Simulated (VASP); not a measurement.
# Al3GaN4: single point with PBEsol

The system is Al3GaN4.

```
Al Ga N
1.0
     3.99460    0.00000    0.00000
     0.00000    3.99460    0.00000
     0.00000    0.00000    4.79192
Al Ga N
3 1 4
Direct
  0.50000 0.50000 0.00000
  0.50000 0.00000 0.50000
  0.00000 0.50000 0.50000
  0.00000 0.00000 0.00000
  0.74471 0.74471 0.25529
  0.74471 0.25529 0.74471
  0.25529 0.74471 0.74471
  0.25529 0.25529 0.25529
```

```json
{
  "Program": "VASP 6.6.1",
  "Task": "single point",
  "Functional": "PBEsol",
  "Potentials or basis": "VASP PAW PBE potentials, release 64 (Al, Ga_d, N)",
  "Cutoff": "520 eV",
  "k mesh": "6 × 6 × 6",
  "Occupations": "gaussian, width 0.05 eV",
  "Spin": "no spin polarisation"
}
```

* Pressure: 24.9 GPa
* Largest force: 0.199 eV/Å
* Band gap on the k mesh: 2.60 eV (least direct gap 2.77 eV)

Forces in eV/Å, atoms in the order of the input:
```
Al   0.000  0.000  0.000
Al   0.000  0.000  0.000
Al   0.000  0.000  0.000
Ga   0.000  0.000  0.000
N   -0.076 -0.076 -0.167
N   -0.076  0.076  0.167
N    0.076 -0.076  0.167
N    0.076  0.076 -0.167
```

Stress tensor (GPa, compression positive):
```
37.75  0.00  0.00
 0.00 37.75  0.00
 0.00  0.00 -0.66
```

Levels at points of the mesh, in eV from the valence-band top:
| k point | band 17 | band 18 | band 19 | band 20 | band 21 | band 22 | band 23 | band 24 | band 25 | band 26 |
| --- | --- | --- | --- | --- | --- | --- | --- | --- | --- | --- |
| (0.00, 0.00, 0.00) | -1.60 | -1.60 | -1.30 | -0.17 | -0.17 | 2.60 | 2.60 | 3.56 | 3.80 | 6.34 |
| (0.50, 0.00, 0.00) | -2.96 | -2.43 | -2.13 | -1.93 | -1.68 | 5.51 | 5.72 | 6.39 | 6.54 | 8.21 |
| (0.50, 0.50, 0.00) | -4.04 | -0.48 | -0.25 | -0.16 | -0.16 | 7.46 | 7.46 | 7.68 | 7.90 | 8.22 |
| (0.00, 0.00, 0.50) | -3.77 | -1.08 | -1.08 | -0.78 | -0.78 | 4.74 | 4.74 | 5.35 | 5.56 | 8.10 |
| (0.50, 0.00, 0.50) | -2.92 | -2.00 | -1.92 | -1.65 | -1.52 | 6.48 | 6.85 | 6.98 | 7.20 | 7.56 |
| (0.50, 0.50, 0.50) | -2.05 | -0.44 | -0.28 | -0.12 | -0.12 | 4.69 | 5.69 | 5.70 | 5.70 | 9.60 |

Run time: 2.3 min on 1 thread of Intel Xeon 8259CL, with other jobs on the host, peak memory 0.23 GiB.

Caveat: the stress differs along the axes, from -1 to 38 GPa; the PAW data sets were made with another functional, which shifts forces and pressure a little. A k mesh can miss the band edges.
